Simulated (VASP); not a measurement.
# AlGaN2 (P-4m2) in VASP: further runs, part 2 of 2

VASP 6.6.1. The steps go on from the part before.

### 3 Single point, LDA (biaxial strain in the a-b plane: -4.0 %, then relaxed in part)

File INCAR:

```
SYSTEM = AlGaN2
PREC = Accurate
ENCUT = 1330
EDIFF = 1E-6
ISMEAR = 0
SIGMA = 0.02
LREAL = .False.
LASPH = .True.
NELM = 120
ALGO = Normal
ISIF = 2
LWAVE = .False.
LCHARG = .False.
GGA = CA
NBANDS = 21
GGA_COMPAT = .False.
```

File KPOINTS:

```
regular mesh
0
Gamma
  8 8 6
  0 0 0
```

File POSCAR:

```
AlGaN2
1.0
    2.9906750084      0.0000000000      0.0000000000
    0.0000000000      2.9906750084      0.0000000000
    0.0000000000      0.0000000000      4.5676327194
Al Ga N
1 1 2
Direct
    0.5000000000      0.5000000000      0.5000000000
    0.0000000000      0.0000000000      0.0000000000
    0.5000000000      0.0000000000      0.7410137722
    0.0000000000      0.5000000000      0.2589862278
```

Potentials or basis: VASP PAW LDA potentials, release 64 (Al, Ga_d, N_h).

Started as:

```bash
$ cat potpaw_LDA.64/Al/POTCAR potpaw_LDA.64/Ga_d/POTCAR potpaw_LDA.64/N_h/POTCAR > POTCAR
$ mpirun -np 1 vasp_std > vasp.out
```

OUTCAR:

```text
SYSTEM = AlGaN2
   PREC = Accurate
   ENCUT = 1330
   EDIFF = 1E-6
   ISMEAR = 0
   LREAL = .False.
   LASPH = .True.
   NELM = 120
   ISIF = 2
   GGA = CA

 ion  position               nearest neighbor table
   1  0.500  0.500  0.500-   3 1.86   4 1.86   3 1.86   4 1.86   2 3.11   2 3.11   2 3.11   2 3.11
                             2 3.11   2 3.11   2 3.11   2 3.11
   2  0.000  0.000  0.000-   3 1.91   4 1.91   4 1.91   3 1.91   1 3.11   1 3.11   1 3.11   1 3.11
                             1 3.11   1 3.11   1 3.11   1 3.11
   3  0.500  0.000  0.741-   1 1.86   1 1.86   2 1.91   2 1.91
   4  0.000  0.500  0.259-   1 1.86   1 1.86   2 1.91   2 1.91

  LATTYP: Found a simple tetragonal cell.
 ALAT       =     2.9906750084
 C/A-ratio  =     1.5272915668

  Lattice vectors:

 A1 = (   2.9906750084,   0.0000000000,   0.0000000000)
 A2 = (   0.0000000000,   2.9906750084,   0.0000000000)
 A3 = (   0.0000000000,   0.0000000000,   4.5676327194)

Analysis of symmetry for initial positions (statically):
=====================================================================
 Subroutine PRICEL returns:
 Original cell was already a primitive cell.

 Routine SETGRP: Setting up the symmetry group for a
 simple tetragonal supercell.

 Subroutine GETGRP returns: Found  8 space group operations
 (whereof  8 operations were pure point group operations)
 out of a pool of 16 trial point group operations.

The static configuration has the point symmetry D_2d.

Analysis of symmetry for dynamics (positions and initial velocities):
=====================================================================
 Subroutine PRICEL returns:
 Original cell was already a primitive cell.

 Routine SETGRP: Setting up the symmetry group for a
 simple tetragonal supercell.

 Subroutine GETGRP returns: Found  8 space group operations
 (whereof  8 operations were pure point group operations)
 out of a pool of 16 trial point group operations.

[... 123 lines left out ...]
     AMIX     =   0.40;   BMIX     =  1.00
     AMIX_MAG =   1.60;   BMIX_MAG =  1.00
  volume/ion in A,a.u.               =      10.21        68.92
  Fermi-wavevector in a.u.,A,eV,Ry     =   1.408173  2.661061 26.979697  1.982952
  Thomas-Fermi vector in A             =   2.530358
   LORBIT       =      0    0 simple, 1 ext, 2 COOP (PROOUT), +10 PAW based schemes
   GGA     = CA    functional components
   LHFCALC =     F    Hartree Fock is set to
   AEXX    =    0.0000 exact exchange contribution
   IVDW    =     0    specifies the selected vdW correction
   LEPSILON=     F    determine dielectric tensor
   LRPA    =     F    only Hartree local field effects (RPA)
 non-spin polarized calculation
 Gauss-broadening in eV      SIGMA  =   0.02
  energy-cutoff  :     1330.00
  volume of cell :       40.85
 maximum number of plane-waves:      4560
 NGX is ok and might be reduce to    36
   NGX = 17   NGY = 17   NGZ = 27

 number of electron      25.9999999 magnetization

 Free energy of the ion-electron system (eV)
  ---------------------------------------------------
  ext. energy  EPLUGINS =         0.00000000
  ---------------------------------------------------
  free energy    TOTEN  =       -30.18137575 eV

  energy without entropy =      -30.18137575  energy(sigma->0) =      -30.18137575

 E-fermi :   6.6891     XC(G=0): -12.0688

 val. band max:        6.5938854214   @ k =   0.0000   0.0000   0.0000
 cond. band min:       9.5712219139   @ k =   0.5000   0.5000   0.0000
 fundamental gap:      2.9773364925
 Fermi energy:         6.6890894856

 k-point     1 :       0.0000    0.0000    0.0000
  band No.  band energies     occupation
      1      -9.4114      2.00000
      2      -7.8379      2.00000
      3      -6.6339      2.00000
      4      -6.6339      2.00000
      5      -6.6020      2.00000
      6      -6.4113      2.00000
[... 565 lines left out ...]
     20      19.1374      0.00000
     21      19.4648      0.00000

 [... further k-points ...]

------------------------ aborting loop because EDIFF is reached ----------------------------------------

  FORCE on cell =-STRESS in cart. coord.  units (eV):
  Direction    XX          YY          ZZ          XY          YZ          ZX
  --------------------------------------------------------------------------------------
  -------------------------------------------------------------------------------------
  Total        3.5587873      3.5587873      0.2633120      0.0000000      0.0000000      0.0000000
  in kB      139.5670828    139.5670828     10.3264637      0.0000000      0.0000000      0.0000000
  external PRESSURE =      96.4868764 kB  Pullay stress =       0.0000000 kB

 VOLUME and BASIS-vectors are now :
 -----------------------------------------------------------------------------
  energy-cutoff  :     1330.00
  volume of cell :       40.85
      direct lattice vectors                 reciprocal lattice vectors
     2.990675008  0.000000000  0.000000000     0.334372674  0.000000000  0.000000000
     0.000000000  2.990675008  0.000000000     0.000000000  0.334372674  0.000000000
     0.000000000  0.000000000  4.567632719     0.000000000  0.000000000  0.218931788

 POSITION                                       TOTAL-FORCE (eV/Angst)
 -----------------------------------------------------------------------------------
      1.49534      1.49534      2.28382         0.000000     -0.000000     -0.000000
      0.00000      0.00000      0.00000         0.000000      0.000000     -0.000000
      1.49534      0.00000      3.38468         0.000000      0.000000     -0.032098
      0.00000      1.49534      1.18295         0.000000      0.000000      0.032098
 -----------------------------------------------------------------------------------
    total drift:                                0.000000     -0.000000      0.000000

  FREE ENERGIE OF THE ION-ELECTRON SYSTEM (eV)
  ---------------------------------------------------
  free  energy   TOTEN  =       -30.1813757509 eV

  energy  without entropy=      -30.1813757509  energy(sigma->0) =      -30.18137575
```

stdout:

```text
POSCAR found type information on POSCAR AlGaN
 POSCAR found :  3 types and       4 ions
 scaLAPACK will be used
 LDA part: xc-table for (Slater(with rela. corr.)+CA(PZ))
 , standard interpolation
 POSCAR, INCAR and KPOINTS ok, starting setup
 FFT: planning ... GRIDC
 FFT: planning ... GRID_SOFT
 FFT: planning ... GRID
 WAVECAR not read
 entering main loop
```

Wall time 3.8 min (1 thread of Intel Xeon Platinum 8375C at 2.90GHz (Ice Lake), shared host); peak memory 0.35 GiB.

Results:

```yaml
Free_energy: -30.1814 eV
Pressure: 9.6 GPa
Largest_force: 0.032 eV/Å
Band_gap_on_the_k_mesh: 2.98 eV (least direct gap 3.21 eV)
```

Forces in eV/Å, atoms in the order of the input:
```
Al   0.000  0.000  0.000
Ga   0.000  0.000  0.000
N    0.000  0.000 -0.032
N    0.000  0.000  0.032
```

Caveat: the cell differs from its parent crystal (biaxial strain in the a-b plane: -4.0 %, then relaxed in part); the stress differs along the axes, from 1 to 14 GPa. A k mesh can miss the band edges.
